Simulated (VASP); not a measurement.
Runs of VASP 6.6.1 on Ru. The structure is that of space group P6_3/mmc (No. 194), or close to it. The cells are those of the table. 

```tsv
cell	further INCAR settings	gap on the mesh (eV)	pressure (GPa)
a = 2.690, b = 2.690, c = 4.124 Å, angles 90.0, 90.0, 120.0°, 2 atoms	ALGO = Fast; EDIFF = 1e-06; NBANDS = 21	none	12.4
a = 2.690, b = 2.690, c = 3.997 Å, angles 90.0, 90.0, 120.0°, 2 atoms	ALGO = Fast; EDIFF = 1e-06; NBANDS = 21	none	(b)
a = 2.690, b = 2.690, c = 4.061 Å, angles 90.0, 90.0, 120.0°, 2 atoms	ALGO = Fast; EDIFF = 1e-06; NBANDS = 21	none	19.7
a = 2.690, b = 2.690, c = 4.188 Å, angles 90.0, 90.0, 120.0°, 2 atoms	ALGO = Fast; EDIFF = 1e-06; NBANDS = 21	none	(a)
a = 2.690, b = 2.690, c = 4.316 Å, angles 90.0, 90.0, 120.0°, 2 atoms	ALGO = Fast; EDIFF = 1e-06; NBANDS = 21	none	-5.1
a = 2.690, b = 2.690, c = 4.379 Å, angles 90.0, 90.0, 120.0°, 2 atoms	ALGO = Fast; EDIFF = 1e-07; NBANDS = 21	none	-9.6
```

Alike in all rows: task single point; level PBEsol; potentials or basis VASP PAW PBE potentials, release 64 (Ru_pv); no spin polarisation; k mesh 24 × 24 × 14; cutoff (eV) 520; smearing gaussian 0.15 eV.

Question: Estimate the missing entries.

Answer: (a) 5.8; (b) 27.9.

Caveats: the PAW data sets were made with another functional, which shifts forces and pressure a little; the cell stands under pressure (at least some runs); the cell stands under tension (at least some runs).

A k mesh can miss the band edges, and the runs leave out spin-orbit coupling on Ru.

A gap of «none» marks levels without a gap at the run's occupations.
